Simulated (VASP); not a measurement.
# Zn (R-3m) in VASP: single point with r2SCAN

Aim: the single point of Zn with r2SCAN.

All numbers are computed with VASP 6.6.1; they aren't measurements. Logs are shortened: lines on timing, memory, paths and dates and some standing lists are left out, and cuts for length are marked.

## (1) The cell of the first run

Symmetry: R-3m, No. 166, trigonal system. Conventional cell: a = 3.770 Å, b = 3.770 Å, c = 9.234 Å, α = 90.00°, β = 90.00°, γ = 120.00°. Within 1.8 Å of Zn (site symmetry 3m) lie 1 Zn at 1.34 Å.

## (2) Single point, r2SCAN (shortest bond scaled by 0.58, source ansatz)

POSCAR reads:

```
Zn
1.0
    0.0000000000      2.6657071200      2.6657071200
    2.6657071200      0.0000000000      2.6657071200
    2.6657071200      2.6657071200      0.0000000000
Zn
2
Direct
   -0.2825000000     -0.0725000000     -0.0725000000
    0.2825000000      0.0725000000      0.0725000000
```

INCAR.step1 reads:

```
PREC = Accurate
ENCUT = 520
ISMEAR = -1
SIGMA = 0.05
LREAL = False
LASPH = True
NELM = 100
NBANDS = 19
GGA = PE
ALGO = Normal
EDIFF = 1E-4
LWAVE = True
LCHARG = False
```

INCAR.step2 reads:

```
PREC = Accurate
ENCUT = 520
EDIFF = 1E-7
ISMEAR = -1
SIGMA = 0.05
LREAL = False
LASPH = True
NELM = 100
ALGO = Normal
ISIF = 2
LWAVE = False
LCHARG = False
METAGGA = R2SCAN
LMIXTAU = True
NBANDS = 19
ISTART = 1
```

KPOINTS reads:

```
Automatic mesh
0
Gamma
  10 10 10
```

Potentials or basis: VASP PAW PBE potentials, release 64 (Zn).

Launch:

```
$ cat potpaw_PBE.64/Zn/POTCAR > POTCAR
$ cp INCAR.step1 INCAR
$ mpirun -np 1 vasp_std > vasp.out
$ cp INCAR.step2 INCAR
$ mpirun -np 1 vasp_std > vasp.out
```

OUTCAR:

```text
PREC = Accurate
   ENCUT = 520
   EDIFF = 1E-7
   ISMEAR = -1
   LREAL = False
   LASPH = True
   NELM = 100
   ISIF = 2
   METAGGA = R2SCAN
   ISTART = 1

 ion  position               nearest neighbor table
   1  0.718  0.928  0.928-   2 1.34   2 2.79   2 2.79   2 2.79
   2  0.282  0.072  0.072-   1 1.34   1 2.79   1 2.79   1 2.79

 -----------------------------------------------------------------------------
|                                                                             |
|           W    W    AA    RRRRR   N    N  II  N    N   GGGG   !!!           |
|           W    W   A  A   R    R  NN   N  II  NN   N  G    G  !!!           |
|           W    W  A    A  R    R  N N  N  II  N N  N  G       !!!           |
|           W WW W  AAAAAA  RRRRR   N  N N  II  N  N N  G  GGG   !            |
|           WW  WW  A    A  R   R   N   NN  II  N   NN  G    G                |
|           W    W  A    A  R    R  N    N  II  N    N   GGGG   !!!           |
|                                                                             |
|     The distance between some ions is very small. Please check the          |
|     nearest-neighbor list in the OUTCAR file.                               |
|     I HOPE YOU KNOW WHAT YOU ARE DOING!                                     |
|                                                                             |
 -----------------------------------------------------------------------------

  LATTYP: Found a face centered cubic cell.
 ALAT       =     5.3314142400

  Lattice vectors:

 A1 = (   0.0000000000,   2.6657071200,   2.6657071200)
 A2 = (   2.6657071200,   0.0000000000,   2.6657071200)
 A3 = (   2.6657071200,   2.6657071200,   0.0000000000)

Analysis of symmetry for initial positions (statically):
=====================================================================
 Subroutine PRICEL returns:
 Original cell was already a primitive cell.

 Routine SETGRP: Setting up the symmetry group for a
 face centered cubic supercell.

 Subroutine GETGRP returns: Found 12 space group operations
 (whereof  4 operations were pure point group operations)
 out of a pool of 48 trial point group operations.

The static configuration has the point symmetry C_2h.
 The point group associated with its full space group is D_3d.

Analysis of symmetry for dynamics (positions and initial velocities):
=====================================================================
 Subroutine PRICEL returns:
 Original cell was already a primitive cell.

 Routine SETGRP: Setting up the symmetry group for a
 face centered cubic supercell.

 Subroutine GETGRP returns: Found 12 space group operations
 (whereof  4 operations were pure point group operations)
 out of a pool of 48 trial point group operations.

The dynamic configuration has the point symmetry C_2h.
 The point group associated with its full space group is D_3d.

 Subroutine INISYM returns: Found 12 space group operations
 (whereof  4 operations are pure point group operations),
 and found     1 'primitive' translations

----------------------------------------------------------------------------------------

                                     Primitive cell

  volume of cell :      37.8850

  direct lattice vectors                    reciprocal lattice vectors
     0.000000000  2.665707120  2.665707120    -0.187567492  0.187567492  0.187567492
     2.665707120  0.000000000  2.665707120     0.187567492 -0.187567492  0.187567492
     2.665707120  2.665707120  0.000000000     0.187567492  0.187567492 -0.187567492

  length of vectors
     3.769879162  3.769879162  3.769879162     0.324876427  0.324876427  0.324876427

  position of ions in fractional coordinates (direct lattice)
     0.717500000  0.927500000  0.927500000
     0.282500000  0.072500000  0.072500000

  ion indices of the primitive-cell ions
   primitive index   ion index
                 1           1
                 2           2

----------------------------------------------------------------------------------------

 KPOINTS: Automatic mesh

Automatic generation of k-mesh.
 Grid dimensions read from file:
 generate k-points for:   10   10   10

 Generating k-lattice:

  Cartesian coordinates                     Fractional coordinates (reciprocal lattice)
    -0.018756749  0.018756749  0.018756749     0.100000000  0.000000000  0.000000000
     0.018756749 -0.018756749  0.018756749     0.000000000  0.100000000  0.000000000
     0.018756749  0.018756749 -0.018756749     0.000000000  0.000000000  0.100000000

  Length of vectors
     0.032487643  0.032487643  0.032487643

  Shift w.r.t. Gamma in fractional coordinates (k-lattice)
     0.000000000  0.000000000  0.000000000

 Subroutine IBZKPT returns following result:
 ===========================================

 Found    116 irreducible k-points:

 Following reciprocal coordinates:
            Coordinates               Weight
  0.000000  0.000000  0.000000      1.000000
  0.100000  0.000000  0.000000      2.000000
  0.000000  0.100000  0.000000      6.000000
  0.200000  0.000000  0.000000      2.000000
  0.000000  0.200000  0.000000      6.000000
  0.300000  0.000000  0.000000      2.000000
[... 16 lines left out ...]
  0.000000  0.500000  0.100000     12.000000
  0.100000  0.000000  0.500000      6.000000
 [... further k-points ...]
   k-points           NKPTS =    116   k-points in BZ     NKDIM =    116   number of bands    NBANDS=     19
   number of dos      NEDOS =    301   number of ions     NIONS =      2
   total plane-waves  NPLWV =  21952
   dimension x,y,z NGX =    28 NGY =   28 NGZ =   28
   dimension x,y,z NGXF=    56 NGYF=   56 NGZF=   56
   ions per type =               2
   NGX,Y,Z   is equivalent  to a cutoff of  12.35, 12.35, 12.35 a.u.
   NGXF,Y,Z  is equivalent  to a cutoff of  24.70, 24.70, 24.70 a.u.
 SYSTEM =  unknown system
   PREC   = accura    normal or accurate (medium, high low for compatibility)
   ISTART =      1    job   : 0-new  1-cont  2-samecut
   ICHARG =      0    charge: 1-file 2-atom 10-const
   ISPIN  =      1    spin polarized calculation?
   LNONCOLLINEAR =      F non collinear calculations
   LSORBIT =      F    spin-orbit coupling
   LASPH  =      T    aspherical Exc in radial PAW
   ENCUT  =  520.0 eV  38.22 Ry    6.18 a.u.   7.01  7.01  7.01*2*pi/ulx,y,z
   NELM   =    100;   NELMIN=  2; NELMDL=  0     # of ELM steps
   EDIFF  = 0.1E-06   stopping-criterion for ELM
   LREAL  =      F    real-space projection
   EDIFFG = 0.1E-05   stopping-criterion for IOM
   NSW    =      0    number of steps for IOM
   IBRION =     -1    ionic relax: 0-MD 1-quasi-New 2-CG
   NFREE  =      0    steps in history (QN), initial steepest desc. (CG)
   ISIF   =      2    stress and relaxation
   ISYM   =      2    0-nonsym 1-usesym 2-fastsym
   POTIM  = 0.5000    time-step for ionic-motion
   TEBEG  =    0.0;   TEEND  =   0.0 temperature during run
   PSTRESS=    0.0 pullay stress
   NELECT =      24.0000    total number of electrons
   NUPDOWN=      -1.0000    fix difference up-down
   EMIN   =  10.00;   EMAX   =-10.00  energy-range for DOS
   EFERMI =   0.00;   METHOD = LEGACY
   ISMEAR =    -1;   SIGMA  =   0.05  broadening in eV -4-tet -1-fermi 0-gaus
   EFERMI_NEDOS =   21; number of points for ismear=-14 and -15
   IALGO  =     38    algorithm
   IMIX   =      4    mixing-type and parameters
     AMIX     =   0.40;   BMIX     =  1.00
     AMIX_MAG =   1.60;   BMIX_MAG =  1.00
  volume/ion in A,a.u.               =      18.94       127.83
  Fermi-wavevector in a.u.,A,eV,Ry     =   1.406013  2.656980 26.897002  1.976874
  Thomas-Fermi vector in A             =   2.528417
   LORBIT       =      0    0 simple, 1 ext, 2 COOP (PROOUT), +10 PAW based schemes
   METAGGA = R2SCAN    functional components
   LHFCALC =     F    Hartree Fock is set to
   AEXX    =    0.0000 exact exchange contribution
   IVDW    =     0    specifies the selected vdW correction
   LEPSILON=     F    determine dielectric tensor
   LRPA    =     F    only Hartree local field effects (RPA)
 non-spin polarized calculation
  energy-cutoff  :      520.00
  volume of cell :       37.88
 maximum number of plane-waves:      1034
   NGX = 13   NGY = 13   NGZ = 13

 number of electron      24.0000028 magnetization

 Free energy of the ion-electron system (eV)
  ---------------------------------------------------
  ext. energy  EPLUGINS =         0.00000000
  ---------------------------------------------------
  free energy    TOTEN  =         3.34216454 eV

  energy without entropy =        3.34650059  energy(sigma->0) =        3.34433256

 E-fermi :   1.6847     XC(G=0): -10.8722

 val. band max:        1.6610011325   @ k =   0.1000   0.4000   0.2000
 cond. band min:       1.7387866896   @ k =  -0.2000   0.3000   0.1000
 fundamental gap:      0.0777855571
 Fermi energy:         1.6847310626

 k-point     1 :       0.0000    0.0000    0.0000
  band No.  band energies     occupation
      1     -11.7349      2.00000
      2     -11.7349      2.00000
      3     -11.3269      2.00000
      4      -8.8501      2.00000
      5      -8.8501      2.00000
      6      -7.3414      2.00000
[... 11 lines left out ...]
     18      12.4672      0.00000
     19      14.1551      0.00000

 k-point     2 :       0.1000    0.0000    0.0000
  band No.  band energies     occupation
      1     -11.7469      2.00000
      2     -11.7469      2.00000
      3     -11.3379      2.00000
      4      -8.8460      2.00000
      5      -8.8460      2.00000
      6      -7.3124      2.00000
[... 11 lines left out ...]
     18      14.0093      0.00000
     19      14.3934      0.00000

 k-point     3 :       0.0000    0.1000    0.0000
  band No.  band energies     occupation
      1     -11.7481      2.00000
      2     -11.7354      2.00000
      3     -11.3301      2.00000
      4      -8.8471      2.00000
      5      -8.8446      2.00000
      6      -7.3254      2.00000
[... 434 lines left out ...]
      1     -11.8678      2.00000
      2     -11.7480      2.00000
      3     -11.3649      2.00000
      4      -8.8390      2.00000
      5      -8.8019      2.00000
      6      -7.2376      2.00000
[... 11 lines left out ...]
     18      13.3428      0.00000
     19      16.8603      0.00000

 k-point    24 :       0.1000    0.0000    0.5000
  band No.  band energies     occupation
      1     -11.8649      2.00000
      2     -11.7516      2.00000
      3     -11.3650      2.00000
      4      -8.8607      2.00000
      5      -8.7832      2.00000
      6      -7.2309      2.00000
[... 11 lines left out ...]
     18      13.7955      0.00000
     19      16.4467      0.00000

 [... further k-points ...]

------------------------ aborting loop because EDIFF is reached ----------------------------------------

  FORCE on cell =-STRESS in cart. coord.  units (eV):
  Direction    XX          YY          ZZ          XY          YZ          ZX
  --------------------------------------------------------------------------------------
  -------------------------------------------------------------------------------------
  Total       38.9413636     38.9413636     38.9413636    -40.3618528     40.3618528    -40.3618528
  in kB     1646.8515245   1646.8515245   1646.8515245  -1706.9247890   1706.9247890  -1706.9247890
  external PRESSURE =    1646.8515245 kB  Pullay stress =       0.0000000 kB

 VOLUME and BASIS-vectors are now :
 -----------------------------------------------------------------------------
  energy-cutoff  :      520.00
  volume of cell :       37.88
      direct lattice vectors                 reciprocal lattice vectors
     0.000000000  2.665707120  2.665707120    -0.187567492  0.187567492  0.187567492
     2.665707120  0.000000000  2.665707120     0.187567492 -0.187567492  0.187567492
     2.665707120  2.665707120  0.000000000     0.187567492  0.187567492 -0.187567492

 POSITION                                       TOTAL-FORCE (eV/Angst)
 -----------------------------------------------------------------------------------
      4.94489      4.38509      4.38509       -52.245535     52.245535     52.245535
      0.38653      0.94633      0.94633        52.245535    -52.245535    -52.245535
 -----------------------------------------------------------------------------------
    total drift:                               -0.000000     -0.000000     -0.000000

  FREE ENERGIE OF THE ION-ELECTRON SYSTEM (eV)
  ---------------------------------------------------
  free  energy   TOTEN  =         3.3421645369 eV

  energy  without entropy=        3.3465005858  energy(sigma->0) =        3.34433256
```

Wall time 2.8 min (1 thread of AMD EPYC 9R45 (Zen 5), shared host); peak memory 0.18 GiB.

What came out:

```yaml
Free_energy: 3.3422 eV
Pressure: 164.7 GPa
Largest_force: 90.492 eV/Å
Band_gap_on_the_k_mesh: zero (bands 12 and 13 overlap by 7.29 eV)
```

Forces in eV/Å, atoms in the order of the input:
```
Zn  -52.246  52.246  52.246
Zn   52.246 -52.246 -52.246
```

Caveat: the cell differs from its parent crystal (shortest bond scaled by 0.58, source ansatz); atoms lie so close that the PAW spheres overlap strongly, which falsifies energies and pressures; the cell stands under pressure; the PAW data sets were made with another functional, which shifts forces and pressure a little.
